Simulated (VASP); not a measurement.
# Cd4SeS3 (P-4m2) in VASP: further runs, part 2 of 2

VASP 6.6.1. Earlier steps stand in the parts before.

**3. Relaxation of shape and atoms at fixed volume, PBE (29.59 Å³/atom)**

This run uses another cell than the first one, of 29.59 Å³/atom.

The input, INCAR:

```
SYSTEM = Cd4SeS3
  PREC = Accurate
  ENCUT = 600
  EDIFF = 1E-7
  ISMEAR = 0
  SIGMA = 0.02
  LREAL = .False.
  LASPH = .True.
  NELM = 60
  ALGO = Normal
  ISIF = 4
  LWAVE = .False.
  LCHARG = .False.
  GGA = PE
  IBRION = 2
  NSW = 50
  EDIFFG = -0.01
```

The input, KPOINTS:

```
regular mesh
0
Gamma
  6 6 4
  0 0 0
```

The input, POSCAR:

```
Cd4SeS3
1.0
    4.3761802564      0.0000000000      0.0000000000
    0.0000000000      4.3761802564      0.0000000000
    0.0000000000      0.0000000000     12.3621822761
Cd Se S
4 1 3
Direct
    0.5000000000      0.0000000000      0.6216464931
    0.0000000000      0.5000000000      0.8658182522
    0.5000000000      0.0000000000      0.1341817478
    0.0000000000      0.5000000000      0.3783535069
    0.0000000000      0.0000000000      0.0000000000
    0.5000000000      0.5000000000      0.2564765096
    0.0000000000      0.0000000000      0.5000000000
    0.5000000000      0.5000000000      0.7435234904
```

Potentials or basis: VASP PAW PBE potentials, release 64 (Cd, Se, S).

Launch:

```bash
$ cat potpaw_PBE.64/Cd/POTCAR potpaw_PBE.64/Se/POTCAR potpaw_PBE.64/S/POTCAR > POTCAR
$ mpirun -np 1 vasp_std > vasp.out
```

OUTCAR:

```text
SYSTEM = Cd4SeS3
   PREC = Accurate
   ENCUT = 600
   EDIFF = 1E-7
   ISMEAR = 0
   LREAL = .False.
   LASPH = .True.
   NELM = 60
   ISIF = 4
   GGA = PE
   IBRION = 2
   NSW = 50
   EDIFFG = -0.01

 ion  position               nearest neighbor table
   1  0.500  0.000  0.622-   7 2.66   7 2.66   8 2.66   8 2.66
   2  0.000  0.500  0.866-   8 2.66   8 2.66   5 2.75   5 2.75
   3  0.500  0.000  0.134-   6 2.66   6 2.66   5 2.75   5 2.75
   4  0.000  0.500  0.378-   7 2.66   7 2.66   6 2.66   6 2.66
   5  0.000  0.000  0.000-   2 2.75   3 2.75   2 2.75   3 2.75
   6  0.500  0.500  0.256-   4 2.66   4 2.66   3 2.66   3 2.66
   7  0.000  0.000  0.500-   1 2.66   4 2.66   4 2.66   1 2.66
   8  0.500  0.500  0.744-   1 2.66   1 2.66   2 2.66   2 2.66

  LATTYP: Found a simple tetragonal cell.
 ALAT       =     4.3761802564
 C/A-ratio  =     2.8248795872

  Lattice vectors:

 A1 = (   4.3761802564,   0.0000000000,   0.0000000000)
[... 194 lines left out ...]
 cond. band min:       0.7952555336   @ k =   0.0000   0.0000   0.0000
 fundamental gap:      0.6297651663
 Fermi energy:         0.2809828406

 k-point     1 :       0.0000    0.0000    0.0000
  band No.  band energies     occupation
      1     -11.5603      2.00000
      2     -11.3868      2.00000
      3     -11.3271      2.00000
      4     -11.1580      2.00000
      5      -7.2790      2.00000
      6      -7.2790      2.00000
[... 1093 lines left out ...]
     42       6.2857      0.00000
     43       6.3515      0.00000

 [... further k-points ...]

------------------------ aborting loop because EDIFF is reached ----------------------------------------

  FORCE on cell =-STRESS in cart. coord.  units (eV):
  Direction    XX          YY          ZZ          XY          YZ          ZX
  --------------------------------------------------------------------------------------
  -------------------------------------------------------------------------------------
  Total       -5.5389326     -5.5389326     -5.5259685      0.0000000      0.0000000     -0.0000000
  in kB      -37.4844476    -37.4844476    -37.3967138      0.0000000      0.0000000     -0.0000000
  external PRESSURE =     -37.4552030 kB  Pullay stress =       0.0000000 kB

 VOLUME and BASIS-vectors are now :
 -----------------------------------------------------------------------------
  energy-cutoff  :      600.00
  volume of cell :      236.75
      direct lattice vectors                 reciprocal lattice vectors
     4.376180256  0.000000000  0.000000000     0.228509783  0.000000000  0.000000000
     0.000000000  4.376180256  0.000000000     0.000000000  0.228509783  0.000000000
     0.000000000  0.000000000 12.362182276     0.000000000  0.000000000  0.080891867

 POSITION                                       TOTAL-FORCE (eV/Angst)
 -----------------------------------------------------------------------------------
      2.18809      0.00000      7.68491        -0.000000      0.000000     -0.001103
      0.00000      2.18809     10.70340        -0.000000      0.000000      0.009091
      2.18809      0.00000      1.65878         0.000000      0.000000     -0.009091
      0.00000      2.18809      4.67728         0.000000      0.000000      0.001103
      0.00000      0.00000      0.00000         0.000000      0.000000      0.000000
      2.18809      2.18809      3.17061         0.000000     -0.000000      0.001938
      0.00000      0.00000      6.18109         0.000000      0.000000      0.000000
      2.18809      2.18809      9.19157         0.000000     -0.000000     -0.001938
 -----------------------------------------------------------------------------------
    total drift:                                0.000000     -0.000000      0.000000

  FREE ENERGIE OF THE ION-ELECTRON SYSTEM (eV)
  ---------------------------------------------------
  free  energy   TOTEN  =       -23.6530687363 eV

  energy  without entropy=      -23.6530687363  energy(sigma->0) =      -23.65306874

 reached required accuracy - stopping structural energy minimisation
```

OSZICAR:

```text
N       E                     dE             d eps       ncg     rms          rms(c)
DAV:   1     0.532924883381E+03    0.53292E+03   -0.36922E+04  2580   0.169E+03
DAV:   2     0.113290375885E+02   -0.52160E+03   -0.51091E+03  2879   0.380E+02
DAV:   3    -0.252495523865E+02   -0.36579E+02   -0.36388E+02  2958   0.937E+01
DAV:   4    -0.258204733234E+02   -0.57092E+00   -0.56992E+00  2922   0.114E+01
DAV:   5    -0.258296019166E+02   -0.91286E-02   -0.91256E-02  3031   0.143E+00    0.114E+01
DAV:   6    -0.236860655345E+02    0.21435E+01   -0.52726E+00  3031   0.150E+01    0.938E+00
DAV:   7    -0.236578490675E+02    0.28216E-01   -0.12720E+00  2811   0.463E+00    0.485E+00
DAV:   8    -0.236558592511E+02    0.19898E-02   -0.15901E-01  2926   0.285E+00    0.543E-01
DAV:   9    -0.236517043988E+02    0.41549E-02   -0.33898E-02  2953   0.142E+00    0.181E-01
DAV:  10    -0.236526932930E+02   -0.98889E-03   -0.34795E-03  2777   0.328E-01    0.150E-01
DAV:  11    -0.236529149567E+02   -0.22166E-03   -0.23524E-04  2902   0.758E-02    0.863E-02
DAV:  12    -0.236530564109E+02   -0.14145E-03   -0.26575E-04  2754   0.678E-02    0.237E-02
DAV:  13    -0.236530658212E+02   -0.94103E-05   -0.28561E-05  2916   0.246E-02    0.446E-03
DAV:  14    -0.236530676863E+02   -0.18651E-05   -0.34057E-06  2819   0.632E-03    0.250E-03
DAV:  15    -0.236530687880E+02   -0.11018E-05   -0.18039E-06  2618   0.496E-03    0.173E-03
DAV:  16    -0.236530687363E+02    0.51748E-07   -0.37194E-07  2083   0.300E-03
   1 F= -.23653069E+02 E0= -.23653069E+02  d E =-.236531E+02
```

Wall time 6 min (1 thread of Oxide Virtual Turin-like, shared host); peak memory 0.52 GiB.

What came out:

| Property | Result |
| --- | --- |
| Free energy | -23.6531 eV |
| Pressure after relaxing | -3.7 GPa |
| Largest force after relaxing | 0.009 eV/Å |
| Band gap on the k mesh | 0.63 eV |

Forces on the atoms (eV/Å):
```
Cd   0.000  0.000 -0.001
Cd   0.000  0.000  0.009
Cd   0.000  0.000 -0.009
Cd   0.000  0.000  0.001
Se   0.000  0.000  0.000
S    0.000  0.000  0.002
S    0.000  0.000  0.000
S    0.000  0.000 -0.002
```

Final structure:
```yaml
crystal:
  lattice:
    - [4.37618, 0.00000, 0.00000]
    - [0.00000, 4.37618, 0.00000]
    - [0.00000, 0.00000, 12.36218]
  atoms:
    - { symbol: Cd, position: [0.50000, 0.00000, 0.62165] }
    - { symbol: Cd, position: [0.00000, 0.50000, 0.86582] }
    - { symbol: Cd, position: [0.50000, 0.00000, 0.13418] }
    - { symbol: Cd, position: [0.00000, 0.50000, 0.37835] }
    - { symbol: Se, position: [0.00000, 0.00000, 0.00000] }
    - { symbol: S, position: [0.50000, 0.50000, 0.25648] }
    - { symbol: S, position: [0.00000, 0.00000, 0.50000] }
    - { symbol: S, position: [0.50000, 0.50000, 0.74352] }
```

Levels at points of the mesh, in eV from the valence-band top:
```csv
k point,band 33,band 34,band 35,band 36,band 37,band 38,band 39,band 40
"(0.00, 0.00, 0.00)",-0.72,-0.06,0.00,0.00,0.63,3.04,3.09,3.61
"(0.50, 0.00, 0.00)",-0.74,-0.63,-0.61,-0.25,2.51,2.59,3.58,3.62
"(0.50, 0.50, 0.00)",-1.54,-1.46,-1.46,-1.37,3.50,3.70,3.88,3.88
"(0.00, 0.00, 0.50)",-0.41,-0.41,-0.13,-0.13,1.74,1.82,3.66,3.66
"(0.50, 0.00, 0.50)",-0.75,-0.75,-0.74,-0.25,2.96,3.07,3.09,3.11
"(0.50, 0.50, 0.50)",-1.64,-1.58,-1.58,-1.44,4.05,4.14,4.14,4.26
```

Caveat: the relaxation stopped at its first step, so nothing moved; semilocal functionals underestimate gaps, and a narrow one can read as zero. A k mesh can miss the band edges.
